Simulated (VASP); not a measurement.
Write the native input for VASP 6.6.1 that does the following.

```
Task                   : single point
Functional             : PBEsol
Potentials or basis    : VASP PAW PBE potentials, release 64 (Bi_d)
Cutoff                 : 520 eV
k mesh                 : 9 × 9 × 3
Occupations            : fermi-dirac, width 0.03 eV
Spin                   : no spin polarisation
Dipole correction      : no
Further INCAR settings : ALGO = Normal; EDIFF = 1e-07; NBANDS = 22
```

The structure of Bi lies in POSCAR:

```
Bi
1.0
    4.5390002997     -0.0453900030     -0.0453900030
   -2.3088090456      3.9535845689     -0.0166138942
   -0.1182900000     -0.1182900000     11.8290000000
Bi
2
Direct
    0.3333333333      0.6666666667      0.2500000000
    0.6666666667      0.3333333333      0.7500000000
```

This cell differs from its parent crystal: equal xy, yz and zx shear strains of -2 %.

One way to write it, as run:

INCAR

```
PREC = Accurate
ENCUT = 520
EDIFF = 1E-7
ISMEAR = -1
SIGMA = 0.03
LREAL = F
LASPH = T
NELM = 80
ALGO = Normal
ISIF = 2
LWAVE = F
LCHARG = F
GGA = PS
NBANDS = 22
```

KPOINTS

```
Automatic mesh
0
Gamma
  9 9 3
```

Potentials or basis: VASP PAW PBE potentials, release 64 (Bi_d).

The run is started by

```console
$ cat potpaw_PBE.64/Bi_d/POTCAR > POTCAR
$ mpirun -np 1 vasp_std > vasp.out
```

It gave:

```
Pressure               : -3.6 GPa
Band gap on the k mesh : zero (bands 15 and 16 overlap by 2.09 eV)
```

Caveat: the cell differs from its parent crystal (equal xy, yz and zx shear strains of -2 %); the cell stands under tension; the PAW data sets were made with another functional, which shifts forces and pressure a little; spin-orbit coupling is left out, which moves the levels of the heavy elements.

Wall time 15 min on 1 thread of Oxide Virtual Turin-like Processor, with other jobs on the host, peak memory 0.59 GiB.
